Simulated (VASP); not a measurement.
Set up this calculation in VASP 6.6.1, as the native input.

| Quantity | Value |
| --- | --- |
| Task | single point |
| Functional | PBE |
| Dispersion | D3(BJ) |
| Potentials or basis | VASP PAW PBE potentials, release 64 (Al) |
| Cutoff | 520 eV |
| k mesh | 18 × 18 × 6 |
| Occupations | gaussian, width 0.15 eV |
| Spin | no spin polarisation |
| Dipole correction | no |
| Further INCAR settings | ALGO = Fast; EDIFF = 1e-06; NBANDS = 14 |

The structure of Al lies in POSCAR:

```
Al
1.0
    2.8754692002      0.0000000000      0.0000000000
   -1.4377346001      2.4902293751      0.0000000000
    0.0000000000      0.0000000000      8.7138218642
Al
4
Direct
    0.0000000000      0.0000000000      0.0000000000
    0.3333333333      0.6666666667      0.2500000000
    0.0000000000      0.0000000000      0.5000000000
    0.6666666667      0.3333333333      0.7500000000
```

This isn't the form of Al at room conditions, which is fcc.

One way to write it, as run:

INCAR

```
PREC = Accurate
ENCUT = 520
EDIFF = 1E-6
ISMEAR = 0
SIGMA = 0.15
LREAL = False
LASPH = True
NELM = 60
ALGO = Fast
ISIF = 2
LWAVE = False
LCHARG = False
GGA = PE
IVDW = 12
NBANDS = 14
```

KPOINTS

```
Automatic mesh
0
Gamma
  18 18 6
```

Potentials or basis: VASP PAW PBE potentials, release 64 (Al).

Run with:

```console
$ cat potpaw_PBE.64/Al/POTCAR > POTCAR
$ mpirun -np 1 vasp_std > vasp.out
```

Results of the run:

```json
{
 "Pressure": "2.1 GPa",
 "Band gap on the k mesh": "zero (bands 6 and 7 overlap by 6.94 eV)",
 "Dispersion energy per atom": "-0.357 eV"
}
```

Wall time 73 s on 1 thread of AMD EPYC 9R45 (Zen 5), on a shared host, peak memory 0.22 GiB.
